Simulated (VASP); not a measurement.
Set up this calculation in VASP 6.6.1, as the native input.

```yaml
Task: relaxation of cell and atoms
Functional: PBEsol
Dispersion: D3(BJ)
Potentials_or_basis: VASP PAW PBE potentials, release 64 (Ge_d)
Cutoff: 600 eV
k_mesh: 11 × 11 × 11
Occupations: fermi-dirac, width 0.05 eV
Spin: no spin polarisation
Dipole_correction: no
Further_INCAR_settings: ALGO = Normal; EDIFF = 1e-07; IBRION = 2; EDIFFG = -0.01; NSW = 60; ISIF = 3
```

The structure of Ge lies in POSCAR:

```
Ge
1.0
   -2.5744897190      2.5744897190      1.3974126432
    2.5744897190     -2.5744897190      1.3974126432
    2.5744897190      2.5744897190     -1.3974126432
Ge
2
Direct
    0.5000000000      0.5000000000      0.0000000000
    0.2500000000      0.7500000000      0.5000000000
```

These files were run (other wordings do the same):

INCAR

```
PREC = Accurate ; ENCUT = 600
EDIFF = 1E-7 ; ISMEAR = -1
SIGMA = 0.05 ; LREAL = F
LASPH = T ; NELM = 80
ALGO = Normal ; ISIF = 3
LWAVE = F ; LCHARG = F
GGA = PS ; IVDW = 12
IBRION = 2 ; NSW = 60
EDIFFG = -0.01
```

KPOINTS

```
regular mesh
0
Gamma
  11 11 11
```

Potentials or basis: VASP PAW PBE potentials, release 64 (Ge_d).

Run with:

```sh
$ cat potpaw_PBE.64/Ge_d/POTCAR > POTCAR
$ mpirun -np 1 vasp_std > vasp.out
```

It gave:

```
Relaxed volume                        : 17.70 Å³/atom
Relaxed cell                          : a = 3.842 Å, b = 3.842 Å, c = 3.842 Å, α = 97.36°, β = 97.36°, γ = 138.05°
Space group after relaxing (to 0.1 Å) : I4_1/amd (No. 141)
Energy gained by relaxing             : 9.5 meV/atom
Ionic steps                           : 3
Pressure after relaxing               : 0.1 GPa
Band gap on the k mesh                : zero (bands 14 and 15 overlap by 5.02 eV)
Dispersion energy per atom            : -0.349 eV
```

Caveat: the PAW data sets were made with another functional, which shifts forces and pressure a little.

Wall time 3.6 min on 1 thread of Intel Xeon 8259CL, on a shared host, peak memory 0.25 GiB.
